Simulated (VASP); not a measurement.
# CdS (Hawleyite) (F-43m) in VASP: single point with LDA

Aim: the single point of CdS (Hawleyite) with LDA.

All numbers are computed with VASP 6.6.1; they aren't measurements. Logs are shortened: lines on timing, memory, paths and dates and some standing lists are left out, and cuts for length are marked.

### Step 1. The cell of the first run

It takes space group F-43m (No. 216, cubic). The conventional cell has a = 5.833 Å, b = 5.833 Å, c = 5.833 Å, α = 90.00°, β = 90.00°, γ = 90.00°. Cd (site symmetry -43m) has 4 S at 2.53 Å within 3.3 Å. S (site symmetry -43m) has 4 Cd at 2.53 Å within 3.3 Å.

### Step 2. Single point, LDA

Input file INCAR:

```
SYSTEM = CdS
PREC = Accurate
ENCUT = 500
EDIFF = 1E-6
ISMEAR = 0
SIGMA = 0.01
LREAL = .False.
LASPH = .True.
NELM = 120
ALGO = Normal
ISIF = 2
LWAVE = .False.
LCHARG = .False.
NBANDS = 16
GGA_COMPAT = .False.
```

Input file KPOINTS:

```
Automatic mesh
0
Gamma
  6 6 6
  0 0 0
```

Input file POSCAR:

```
CdS
1.0
    0.0000000000      2.9165000000      2.9165000000
    2.9165000000      0.0000000000      2.9165000000
    2.9165000000      2.9165000000      0.0000000000
Cd S
1 1
Direct
    0.0000000000      0.0000000000      0.0000000000
    0.2500000000      0.2500000000      0.2500000000
```

Potentials or basis: VASP PAW LDA potentials, release 64 (Cd, S).

The run is started by

```bash
$ cat potpaw_LDA.64/Cd/POTCAR potpaw_LDA.64/S/POTCAR > POTCAR
$ mpirun -np 1 vasp_std > vasp.out
```

OUTCAR:

```text
SYSTEM = CdS
   PREC = Accurate
   ENCUT = 500
   EDIFF = 1E-6
   ISMEAR = 0
   LREAL = .False.
   LASPH = .True.
   NELM = 120
   ISIF = 2

 ion  position               nearest neighbor table
   1  0.000  0.000  0.000-   2 2.53   2 2.53   2 2.53   2 2.53
   2  0.250  0.250  0.250-   1 2.53   1 2.53   1 2.53   1 2.53

  LATTYP: Found a face centered cubic cell.
 ALAT       =     5.8330000000

  Lattice vectors:

 A1 = (   0.0000000000,   2.9165000000,   2.9165000000)
 A2 = (   2.9165000000,   0.0000000000,   2.9165000000)
 A3 = (   2.9165000000,   2.9165000000,   0.0000000000)

Analysis of symmetry for initial positions (statically):
=====================================================================
 Subroutine PRICEL returns:
 Original cell was already a primitive cell.

 Routine SETGRP: Setting up the symmetry group for a
 face centered cubic supercell.

 Subroutine GETGRP returns: Found 24 space group operations
 (whereof 24 operations were pure point group operations)
 out of a pool of 48 trial point group operations.

The static configuration has the point symmetry T_d .

Analysis of symmetry for dynamics (positions and initial velocities):
=====================================================================
 Subroutine PRICEL returns:
 Original cell was already a primitive cell.

 Routine SETGRP: Setting up the symmetry group for a
 face centered cubic supercell.

 Subroutine GETGRP returns: Found 24 space group operations
 (whereof 24 operations were pure point group operations)
 out of a pool of 48 trial point group operations.

The dynamic configuration has the point symmetry T_d .

 Subroutine INISYM returns: Found 24 space group operations
 (whereof 24 operations are pure point group operations),
 and found     1 'primitive' translations

----------------------------------------------------------------------------------------

                                     Primitive cell

  volume of cell :      49.6153

  direct lattice vectors                    reciprocal lattice vectors
     0.000000000  2.916500000  2.916500000    -0.171438368  0.171438368  0.171438368
     2.916500000  0.000000000  2.916500000     0.171438368 -0.171438368  0.171438368
     2.916500000  2.916500000  0.000000000     0.171438368  0.171438368 -0.171438368

  length of vectors
     4.124553855  4.124553855  4.124553855     0.296939964  0.296939964  0.296939964

  position of ions in fractional coordinates (direct lattice)
     0.000000000  0.000000000  0.000000000
     0.250000000  0.250000000  0.250000000

  ion indices of the primitive-cell ions
   primitive index   ion index
                 1           1
                 2           2

----------------------------------------------------------------------------------------

 KPOINTS: Automatic mesh

Automatic generation of k-mesh.
 Grid dimensions read from file:
 generate k-points for:    6    6    6

 Generating k-lattice:

  Cartesian coordinates                     Fractional coordinates (reciprocal lattice)
    -0.028573061  0.028573061  0.028573061     0.166666667  0.000000000  0.000000000
     0.028573061 -0.028573061  0.028573061     0.000000000  0.166666667  0.000000000
     0.028573061  0.028573061 -0.028573061     0.000000000  0.000000000  0.166666667

  Length of vectors
     0.049489994  0.049489994  0.049489994

  Shift w.r.t. Gamma in fractional coordinates (k-lattice)
     0.000000000  0.000000000  0.000000000

 Subroutine IBZKPT returns following result:
 ===========================================

 Found     16 irreducible k-points:

 Following reciprocal coordinates:
            Coordinates               Weight
  0.000000  0.000000  0.000000      1.000000
  0.166667  0.000000  0.000000      8.000000
  0.333333  0.000000  0.000000      8.000000
  0.500000  0.000000  0.000000      4.000000
  0.166667  0.166667  0.000000      6.000000
  0.333333  0.166667  0.000000     24.000000
[... 8 lines left out ...]
 -0.333333  0.333333  0.166667     24.000000
 -0.333333  0.500000  0.166667     12.000000
   k-points           NKPTS =     16   k-points in BZ     NKDIM =     16   number of bands    NBANDS=     16
   number of dos      NEDOS =    301   number of ions     NIONS =      2
   total plane-waves  NPLWV =  27000
   dimension x,y,z NGX =    30 NGY =   30 NGZ =   30
   dimension x,y,z NGXF=    60 NGYF=   60 NGZF=   60
   ions per type =               1   1
   NGX,Y,Z   is equivalent  to a cutoff of  12.09, 12.09, 12.09 a.u.
   NGXF,Y,Z  is equivalent  to a cutoff of  24.18, 24.18, 24.18 a.u.
 SYSTEM =  CdS
   PREC   = accura    normal or accurate (medium, high low for compatibility)
   ISTART =      0    job   : 0-new  1-cont  2-samecut
   ICHARG =      2    charge: 1-file 2-atom 10-const
   ISPIN  =      1    spin polarized calculation?
   LNONCOLLINEAR =      F non collinear calculations
   LSORBIT =      F    spin-orbit coupling
   LASPH  =      T    aspherical Exc in radial PAW
   ENCUT  =  500.0 eV  36.75 Ry    6.06 a.u.   7.52  7.52  7.52*2*pi/ulx,y,z
   NELM   =    120;   NELMIN=  2; NELMDL= -5     # of ELM steps
   EDIFF  = 0.1E-05   stopping-criterion for ELM
   LREAL  =      F    real-space projection
   EDIFFG = 0.1E-04   stopping-criterion for IOM
   NSW    =      0    number of steps for IOM
   IBRION =     -1    ionic relax: 0-MD 1-quasi-New 2-CG
   NFREE  =      0    steps in history (QN), initial steepest desc. (CG)
   ISIF   =      2    stress and relaxation
   ISYM   =      2    0-nonsym 1-usesym 2-fastsym
   POTIM  = 0.5000    time-step for ionic-motion
   TEBEG  =    0.0;   TEEND  =   0.0 temperature during run
   PSTRESS=    0.0 pullay stress
   NELECT =      18.0000    total number of electrons
   NUPDOWN=      -1.0000    fix difference up-down
   EMIN   =  10.00;   EMAX   =-10.00  energy-range for DOS
   EFERMI =   0.00;   METHOD = LEGACY
   ISMEAR =     0;   SIGMA  =   0.01  broadening in eV -4-tet -1-fermi 0-gaus
   EFERMI_NEDOS =   21; number of points for ismear=-14 and -15
   IALGO  =     38    algorithm
   IMIX   =      4    mixing-type and parameters
     AMIX     =   0.40;   BMIX     =  1.00
     AMIX_MAG =   1.60;   BMIX_MAG =  1.00
  volume/ion in A,a.u.               =      24.81       167.41
  Fermi-wavevector in a.u.,A,eV,Ry     =   1.167599  2.206442 18.548649  1.363287
  Thomas-Fermi vector in A             =   2.304097
   LORBIT       =      0    0 simple, 1 ext, 2 COOP (PROOUT), +10 PAW based schemes
   GGA     = CA    functional components
   LHFCALC =     F    Hartree Fock is set to
   AEXX    =    0.0000 exact exchange contribution
   IVDW    =     0    specifies the selected vdW correction
   LEPSILON=     F    determine dielectric tensor
   LRPA    =     F    only Hartree local field effects (RPA)
 non-spin polarized calculation
 Gauss-broadening in eV      SIGMA  =   0.01
  energy-cutoff  :      500.00
  volume of cell :       49.62
 maximum number of plane-waves:      1278
   NGX = 15   NGY = 15   NGZ = 15

 number of electron      18.0000003 magnetization

 Free energy of the ion-electron system (eV)
  ---------------------------------------------------
  ext. energy  EPLUGINS =         0.00000000
  ---------------------------------------------------
  free energy    TOTEN  =        -7.39488090 eV

  energy without entropy =       -7.39488090  energy(sigma->0) =       -7.39488090

 E-fermi :   1.1804     XC(G=0):  -9.5855

 val. band max:        1.1298505694   @ k =   0.0000   0.0000   0.0000
 cond. band min:       2.0200743506   @ k =   0.0000   0.0000   0.0000
 fundamental gap:      0.8902237812
 Fermi energy:         1.1804389069

 k-point     1 :       0.0000    0.0000    0.0000
  band No.  band energies     occupation
      1     -11.2262      2.00000
      2      -6.6504      2.00000
      3      -6.6504      2.00000
      4      -6.6504      2.00000
      5      -6.1659      2.00000
      6      -6.1659      2.00000
[... 8 lines left out ...]
     15      12.5707      0.00000
     16      12.5707      0.00000

 k-point     2 :       0.1667    0.0000    0.0000
  band No.  band energies     occupation
      1     -11.1157      2.00000
      2      -6.6123      2.00000
      3      -6.6123      2.00000
      4      -6.5534      2.00000
      5      -6.1669      2.00000
      6      -6.1669      2.00000
[... 8 lines left out ...]
     15      11.7158      0.00000
     16      12.6446      0.00000

 k-point     3 :       0.3333    0.0000    0.0000
  band No.  band energies     occupation
      1     -10.8934      2.00000
      2      -6.5504      2.00000
      3      -6.5504      2.00000
      4      -6.1820      2.00000
      5      -6.1495      2.00000
      6      -6.1495      2.00000
[... 8 lines left out ...]
     15      12.1273      0.00000
     16      12.1273      0.00000

 k-point     4 :       0.5000    0.0000    0.0000
  band No.  band energies     occupation
      1     -10.7830      2.00000
      2      -6.5294      2.00000
      3      -6.5294      2.00000
      4      -6.1280      2.00000
      5      -6.1280      2.00000
      6      -5.7809      2.00000
[... 8 lines left out ...]
     15      13.6093      0.00000
     16      13.6093      0.00000
[... 172 lines left out ...]
 k-point    14 :       0.5000    0.3333    0.1667
  band No.  band energies     occupation
      1     -10.7520      2.00000
      2      -6.4612      2.00000
      3      -6.4528      2.00000
      4      -6.2674      2.00000
      5      -6.1262      2.00000
      6      -5.8737      2.00000
[... 8 lines left out ...]
     15      13.9846      0.00000
     16      14.2774      0.00000

 k-point    15 :      -0.3333    0.3333    0.1667
  band No.  band energies     occupation
      1     -10.6821      2.00000
      2      -6.4583      2.00000
      3      -6.4130      2.00000
      4      -6.2101      2.00000
      5      -6.1480      2.00000
      6      -5.5983      2.00000
[... 8 lines left out ...]
     15      13.4264      0.00000
     16      14.3904      0.00000

 k-point    16 :      -0.3333    0.5000    0.1667
  band No.  band energies     occupation
      1     -10.6480      2.00000
      2      -6.4233      2.00000
      3      -6.3773      2.00000
      4      -6.2467      2.00000
      5      -6.1236      2.00000
      6      -5.5670      2.00000
[... 8 lines left out ...]
     15      14.2556      0.00000
     16      14.2839      0.00000

------------------------ aborting loop because EDIFF is reached ----------------------------------------

  FORCE on cell =-STRESS in cart. coord.  units (eV):
  Direction    XX          YY          ZZ          XY          YZ          ZX
  --------------------------------------------------------------------------------------
  -------------------------------------------------------------------------------------
  Total       -0.6168387     -0.6168387     -0.6168387      0.0000000     -0.0000000      0.0000000
  in kB      -19.9189415    -19.9189415    -19.9189415      0.0000000     -0.0000000      0.0000000
  external PRESSURE =     -19.9189415 kB  Pullay stress =       0.0000000 kB

 VOLUME and BASIS-vectors are now :
 -----------------------------------------------------------------------------
  energy-cutoff  :      500.00
  volume of cell :       49.62
      direct lattice vectors                 reciprocal lattice vectors
     0.000000000  2.916500000  2.916500000    -0.171438368  0.171438368  0.171438368
     2.916500000  0.000000000  2.916500000     0.171438368 -0.171438368  0.171438368
     2.916500000  2.916500000  0.000000000     0.171438368  0.171438368 -0.171438368

 POSITION                                       TOTAL-FORCE (eV/Angst)
 -----------------------------------------------------------------------------------
      0.00000      0.00000      0.00000         0.000000     -0.000000      0.000000
      1.45825      1.45825      1.45825        -0.000000      0.000000     -0.000000
 -----------------------------------------------------------------------------------
    total drift:                                0.000000      0.000000      0.000000

  FREE ENERGIE OF THE ION-ELECTRON SYSTEM (eV)
  ---------------------------------------------------
  free  energy   TOTEN  =        -7.3948808973 eV

  energy  without entropy=       -7.3948808973  energy(sigma->0) =       -7.39488090
```

It took 24 s on 1 thread of Intel Xeon 8259CL, shared host; peak memory 0.15 GiB.

What came out:

```yaml
Free_energy: -7.3949 eV
Pressure: -2.0 GPa
Band_gap_on_the_k_mesh: 0.89 eV, direct
```
